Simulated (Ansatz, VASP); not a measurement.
Cu in VASP and in Ansatz

```
Cu
1.0
     2.51991    0.00000    0.00000
    -1.25996    2.18231    0.00000
     0.00000    0.00000    8.23703
Cu
4
Cartesian
  0.0000 0.0000 0.0000
  0.0000 0.0000 4.1185
  0.0000 1.4549 2.0593
  1.2600 0.7274 6.1778
```

Alike in both runs: functional PBEsol; k mesh 18 × 18 × 6; occupations gaussian, width 0.1 eV; no spin polarisation.

Ansatz relaxed the structure, and its values are those at the end. VASP's run is a single point on that final structure, the one shown.

|  | VASP | Ansatz |
| --- | --- | --- |
| version | VASP 6.6.1 | Ansatz 0.2.0 |
| potentials or method | VASP PAW PBE potentials, release 64 (Cu), cutoff 520 eV | scalar-relativistic, plane waves, PAW |
| valence electrons in the cell | 44 | 76 |

Ansatz gave:

| Quantity | Value |
| --- | --- |
| gap on the k mesh at the Fermi level (eV) | none |
| pressure (GPa) | -0.1 |

Problem. Which values does VASP return?

Solution. gap on the k mesh at the Fermi level (eV): none; pressure (GPa): 0.8.

VASP's potentials were made for PBE, not for PBEsol. A gap of «none» marks a metal or a gap that the smearing closes. VASP's potentials hold 44 valence electrons a cell and Ansatz's 76, so a difference there can come from the potentials and not from the codes.
